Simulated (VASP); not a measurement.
P: single point with r2SCAN

P:

```xyz
2
Lattice="1.7257 0.9963 3.0827 -1.7257 0.9963 3.0827 0.0000 -1.9927 3.0827" Properties=species:S:1:pos:R:3 pbc="T T T"
P     0.0000    0.0000    2.1001
P     0.0000    0.0000    7.1481
```

This cell differs from its parent crystal: strain +0.000 along x and y, -0.015 along z.

- Program: VASP 6.6.1
- Task: single point
- Functional: r2SCAN
- Potentials or basis: VASP PAW PBE potentials, release 64 (P)
- Cutoff: 520 eV
- k mesh: 18 × 18 × 18
- Occupations: gaussian, width 0.15 eV
- Spin: no spin polarisation
- Dipole correction: no
- Further INCAR settings: ALGO = Normal; EDIFF = 1e-06; NBANDS = 12

```
Pressure               : 1.1 GPa
Largest force          : 0.147 eV/Å
Band gap on the k mesh : zero (bands 5 and 6 overlap by 0.83 eV)
```

Forces in eV/Å, atoms in the order of the input:
```
P    0.000  0.000  0.147
P    0.000  0.000 -0.147
```

Stress tensor (GPa, compression positive):
```
1.09 0.00 0.00
0.00 1.09 0.00
0.00 0.00 1.20
```

Levels at points of the mesh, in eV from the Fermi level:
| k point | band 2 | band 3 | band 4 | band 5 | band 6 | band 7 | band 8 | band 9 |
| --- | --- | --- | --- | --- | --- | --- | --- | --- |
| (0.00, 0.00, 0.00) | -3.51 | -3.40 | -3.38 | -3.38 | 1.38 | 2.72 | 2.72 | 6.01 |
| (0.50, 0.00, 0.00) | -12.77 | -4.31 | -3.67 | -0.85 | -0.10 | 0.37 | 0.40 | 9.37 |
| (0.50, 0.50, 0.00) | -10.75 | -7.27 | -6.03 | -5.85 | 0.07 | 6.59 | 8.03 | 9.09 |
| (0.50, 0.50, 0.50) | -11.61 | -3.28 | -3.28 | -0.37 | -0.37 | 0.15 | 2.42 | 9.50 |

Wall time 21 min on 1 thread of AMD EPYC 9755 128-Core Processor (shared host), peak memory 0.25 GiB.

Caveat: the cell differs from its parent crystal (strain +0.000 along x and y, -0.015 along z); the PAW data sets were made with another functional, which shifts forces and pressure a little.
